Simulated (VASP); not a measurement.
# Bi2Se3 (R-3m) in VASP: electric field gradients with PBEsol

Aim: the electric field gradients of Bi2Se3 with PBEsol.

Everything below comes from runs of VASP 6.6.1. Logs are shortened: lines on timing, memory, paths and dates and some standing lists are left out, and cuts for length are marked.

**1. The cell of the first run**

Symmetry: R-3m, No. 166, trigonal system. Conventional cell: a = 4.143 Å, b = 4.143 Å, c = 28.636 Å, α = 90.00°, β = 90.00°, γ = 120.00°. Bi (site symmetry 3m) has 6 Se at 2.86 to 3.06 Å within 3.8 Å. Within 4.3 Å of Se (site symmetry -3m) lie 6 Bi at 3.06 Å and 12 Se at 4.14 to 4.22 Å. Se (site symmetry 3m) has 3 Bi at 2.86 Å and 3 Se at 3.53 Å within 3.8 Å.

**2. Electric field gradients, PBEsol**

INCAR

```
  PREC = Accurate
  ENCUT = 400
  EDIFF = 1E-8
  ISMEAR = -1
  SIGMA = 0.02
  LREAL = False
  LASPH = True
  NELM = 120
  ALGO = Normal
  ISIF = 2
  LWAVE = False
  LCHARG = False
  GGA = PS
  LEFG = True
  NBANDS = 32
  GGA_COMPAT = False
```

KPOINTS

```
regular mesh
0
Gamma
  8 8 8
```

POSCAR

```
Bi2Se3
1.0
    2.0715000000      1.1959810826      9.5453333333
   -2.0715000000      1.1959810826      9.5453333333
    0.0000000000     -2.3919621653      9.5453333333
Bi Se
2 3
Direct
    0.4001376315      0.4001376315      0.4001376315
    0.5998623685      0.5998623685      0.5998623685
    0.0000000000      0.0000000000      0.0000000000
    0.2119474292      0.2119474292      0.2119474292
    0.7880525708      0.7880525708      0.7880525708
```

Potentials or basis: VASP PAW PBE potentials, release 64 (Bi_d, Se).

Launch:

```sh
> cat potpaw_PBE.64/Bi_d/POTCAR potpaw_PBE.64/Se/POTCAR > POTCAR
> mpirun -np 1 vasp_std > vasp.out
```

OUTCAR:

```text
PREC = Accurate
   ENCUT = 400
   EDIFF = 1E-8
   ISMEAR = -1
   LREAL = False
   LASPH = True
   NELM = 120
   ISIF = 2
   GGA = PS

 ion  position               nearest neighbor table
   1  0.400  0.400  0.400-   5 2.86   5 2.86   5 2.86   3 3.06   3 3.06   3 3.06
   2  0.600  0.600  0.600-   4 2.86   4 2.86   4 2.86   3 3.06   3 3.06   3 3.06
   3  0.000  0.000  0.000-   2 3.06   2 3.06   1 3.06   1 3.06   2 3.06   1 3.06
   4  0.212  0.212  0.212-   2 2.86   2 2.86   2 2.86
   5  0.788  0.788  0.788-   1 2.86   1 2.86   1 2.86

  LATTYP: Found a trigonal (rhomboedric) cell.
 ALAT       =     9.8404710987
 COS(alpha) =     0.9113725833

  Lattice vectors:

 A1 = (   2.0715000000,   1.1959810826,   9.5453333333)
 A2 = (  -2.0715000000,   1.1959810826,   9.5453333333)
 A3 = (   0.0000000000,  -2.3919621653,   9.5453333333)

Analysis of symmetry for initial positions (statically):
=====================================================================
 Subroutine PRICEL returns:
 Original cell was already a primitive cell.

 Routine SETGRP: Setting up the symmetry group for a
 trigonal (rhombohedral) supercell.

 Subroutine GETGRP returns: Found 12 space group operations
 (whereof 12 operations were pure point group operations)
 out of a pool of 12 trial point group operations.

The static configuration has the point symmetry D_3d.

Analysis of symmetry for dynamics (positions and initial velocities):
=====================================================================
 Subroutine PRICEL returns:
 Original cell was already a primitive cell.

 Routine SETGRP: Setting up the symmetry group for a
 trigonal (rhombohedral) supercell.

 Subroutine GETGRP returns: Found 12 space group operations
 (whereof 12 operations were pure point group operations)
 out of a pool of 12 trial point group operations.

The dynamic configuration has the point symmetry D_3d.

 Subroutine INISYM returns: Found 12 space group operations
 (whereof 12 operations are pure point group operations),
 and found     1 'primitive' translations

----------------------------------------------------------------------------------------
[... 147 lines left out ...]

 val. band max:        4.8204886278   @ k =   0.0000   0.0000   0.0000
 cond. band min:       4.9463298615   @ k =   0.0000   0.0000   0.0000
 fundamental gap:      0.1258412337
 Fermi energy:         4.8834080597

 k-point     1 :       0.0000    0.0000    0.0000
  band No.  band energies     occupation
      1     -18.2042      2.00000
      2     -18.2042      2.00000
      3     -18.2021      2.00000
      4     -18.2021      2.00000
      5     -18.1950      2.00000
      6     -18.1924      2.00000
[... 829 lines left out ...]
     31       9.3666      0.00000
     32      11.0440      0.00000

 [... further k-points ...]

------------------------ aborting loop because EDIFF is reached ----------------------------------------

  FORCE on cell =-STRESS in cart. coord.  units (eV):
  Direction    XX          YY          ZZ          XY          YZ          ZX
  --------------------------------------------------------------------------------------
  -------------------------------------------------------------------------------------
  Total       -0.3122312     -0.3122312     -0.1901411      0.0000000      0.0000000      0.0000000
  in kB       -3.5256184     -3.5256184     -2.1470151      0.0000000      0.0000000      0.0000000
  external PRESSURE =      -3.0660839 kB  Pullay stress =       0.0000000 kB

 VOLUME and BASIS-vectors are now :
 -----------------------------------------------------------------------------
  energy-cutoff  :      400.00
  volume of cell :      141.89
      direct lattice vectors                 reciprocal lattice vectors
     2.071500000  1.195981083  9.545333333     0.241370987  0.139355604  0.034921078
    -2.071500000  1.195981083  9.545333333    -0.241370987  0.139355604  0.034921078
     0.000000000 -2.391962165  9.545333333     0.000000000 -0.278711209  0.034921078

 POSITION                                       TOTAL-FORCE (eV/Angst)
 -----------------------------------------------------------------------------------
      0.00000     -0.00000     11.45834         0.000000      0.000000     -0.011608
      0.00000     -0.00000     17.17766         0.000000     -0.000000      0.011608
      0.00000      0.00000      0.00000         0.000000      0.000000     -0.000000
      0.00000     -0.00000      6.06933         0.000000      0.000000     -0.014248
      0.00000     -0.00000     22.56667         0.000000     -0.000000      0.014248
 -----------------------------------------------------------------------------------
    total drift:                                0.000000      0.000000      0.000000

  FREE ENERGIE OF THE ION-ELECTRON SYSTEM (eV)
  ---------------------------------------------------
  free  energy   TOTEN  =       -22.0490834544 eV

  energy  without entropy=      -22.0490564562  energy(sigma->0) =      -22.04906996

 Electric field gradients (V/A^2)
---------------------------------------------------------------------
 ion       V_xx      V_yy      V_zz      V_xy      V_xz      V_yz
---------------------------------------------------------------------
   1      -3.112    -3.112     6.223     0.000     0.000     0.000
   2      -3.112    -3.112     6.223     0.000    -0.000     0.000
   3     -32.594   -32.594    65.188     0.000     0.000     0.000
   4       7.090     7.090   -14.179    -0.000    -0.000     0.000
   5       7.090     7.090   -14.179    -0.000     0.000     0.000
---------------------------------------------------------------------

 Electric field gradients after diagonalization (V/A^2)
 (convention: |V_zz| > |V_xx| > |V_yy|)
----------------------------------------------------------------------
 ion       V_xx      V_yy      V_zz     asymmetry (V_yy - V_xx)/ V_zz
----------------------------------------------------------------------
   1      -3.112    -3.112     6.223       0.000
   2      -3.112    -3.112     6.223       0.000
   3     -32.594   -32.594    65.188       0.000
   4       7.090     7.090   -14.179       0.000
   5       7.090     7.090   -14.179       0.000
----------------------------------------------------------------------

           NMR quadrupolar parameters

 Cq : quadrupolar parameter    Cq=e*Q*V_zz/h
 eta: asymmetry parameters     (V_yy - V_xx)/ V_zz
 Q  : nuclear electric quadrupole moment in mb (millibarn)
----------------------------------------------------------------------
 ion       Cq(MHz)       eta       Q (mb)
----------------------------------------------------------------------
   1       0.015       0.000       1.000
   2       0.015       0.000       1.000
   3       0.158       0.000       1.000
   4      -0.034       0.000       1.000
   5      -0.034       0.000       1.000
----------------------------------------------------------------------
```

OSZICAR:

```text
N       E                     dE             d eps       ncg     rms          rms(c)
DAV:   1     0.423368386792E+03    0.42337E+03   -0.19930E+04  4160   0.129E+03
DAV:   2     0.254067449616E+02   -0.39796E+03   -0.38087E+03  4344   0.368E+02
DAV:   3    -0.209360923912E+02   -0.46343E+02   -0.44198E+02  5480   0.138E+02
DAV:   4    -0.227236839549E+02   -0.17876E+01   -0.17818E+01  4680   0.296E+01
DAV:   5    -0.227822946644E+02   -0.58611E-01   -0.58604E-01  5928   0.524E+00    0.505E+00
DAV:   6    -0.220521174246E+02    0.73018E+00   -0.93518E-01  5808   0.719E+00    0.314E+00
DAV:   7    -0.220483854682E+02    0.37320E-02   -0.31686E-01  4648   0.236E+00    0.163E+00
DAV:   8    -0.220493336669E+02   -0.94820E-03   -0.40921E-02  5344   0.103E+00    0.512E-01
DAV:   9    -0.220489647364E+02    0.36893E-03   -0.17625E-03  5320   0.398E-01    0.117E-01
DAV:  10    -0.220490555137E+02   -0.90777E-04   -0.10181E-03  4680   0.154E-01    0.522E-02
DAV:  11    -0.220490694179E+02   -0.13904E-04   -0.88043E-05  4912   0.569E-02    0.314E-02
DAV:  12    -0.220490832366E+02   -0.13819E-04   -0.31265E-05  4680   0.263E-02    0.676E-03
DAV:  13    -0.220490835487E+02   -0.31212E-06   -0.26947E-06  5712   0.132E-02    0.340E-03
DAV:  14    -0.220490834608E+02    0.87975E-07   -0.43231E-07  4832   0.356E-03    0.132E-03
DAV:  15    -0.220490834493E+02    0.11494E-07   -0.53354E-08  4256   0.168E-03    0.304E-04
DAV:  16    -0.220490834544E+02   -0.51687E-08   -0.10870E-08  3400   0.695E-04
   1 F= -.22049083E+02 E0= -.22049070E+02  d E =-.269983E-04
```

stdout:

```text
POSCAR found type information on POSCAR BiSe
 POSCAR found :  2 types and       5 ions
 scaLAPACK will be used
 -----------------------------------------------------------------------------
|                                                                             |
|                                                                             |
|     You enforced a specific xc type in the INCAR file but a different       |
|     I HOPE YOU KNOW WHAT YOU ARE DOING!                                     |
|                                                                             |
 -----------------------------------------------------------------------------

 LDA part: xc-table for (Slater+PW92), standard interpolation
 POSCAR, INCAR and KPOINTS ok, starting setup
 FFT: planning ... GRIDC
 FFT: planning ... GRID_SOFT
 FFT: planning ... GRID
 WAVECAR not read
 entering main loop
ion   1

ion   2

ion   3

ion   4

ion   5
```

It took 28 min on 1 thread of Oxide Virtual Turin-like, shared host; peak memory 0.6 GiB.

What came out:

| Quantity | Value |
| --- | --- |
| Free energy | -22.0491 eV |
| Pressure | -0.3 GPa |
| Largest force | 0.014 eV/Å |
| Band gap on the k mesh | 0.13 eV |
| Largest electric field gradient by atom | Bi +6.2; Se +65.2, -14.2 (each value once) V/Å² |

Forces on the atoms (eV/Å):
```
Bi   0.000  0.000 -0.012
Bi   0.000  0.000  0.012
Se   0.000  0.000  0.000
Se   0.000  0.000 -0.014
Se   0.000  0.000  0.014
```

Levels at points of the mesh, in eV from the valence-band top:
| k point | band 21 | band 22 | band 23 | band 24 | band 25 | band 26 | band 27 | band 28 |
| --- | --- | --- | --- | --- | --- | --- | --- | --- |
| (0.00, 0.00, 0.00) | -1.82 | -1.21 | -1.21 | 0.00 | 0.13 | 1.35 | 1.35 | 2.08 |
| (0.50, 0.00, 0.00) | -2.98 | -2.16 | -1.23 | -0.56 | 0.78 | 1.88 | 2.95 | 3.11 |
| (0.50, 0.50, 0.00) | -1.92 | -1.89 | -1.66 | -1.00 | 1.30 | 1.92 | 2.54 | 2.98 |
| (0.50, 0.50, 0.50) | -1.55 | -1.40 | -1.40 | -0.50 | 0.60 | 1.65 | 1.65 | 2.00 |

Electric field gradients, principal values (V/Å²):
```tsv
atom	least	middle	greatest (by size)
1 Bi	-3.112	-3.112	6.223
2 Bi	-3.112	-3.112	6.223
3 Se	-32.594	-32.594	65.188
4 Se	7.090	7.090	-14.179
5 Se	7.090	7.090	-14.179
```

Caveat: without QUAD_EFG the Cq values of the log hold for a quadrupole moment of 1 mb, not for the nuclei; the PAW data sets were made with another functional, which shifts forces and pressure a little; spin-orbit coupling is left out, which moves the levels of the heavy elements. A k mesh can miss the band edges.
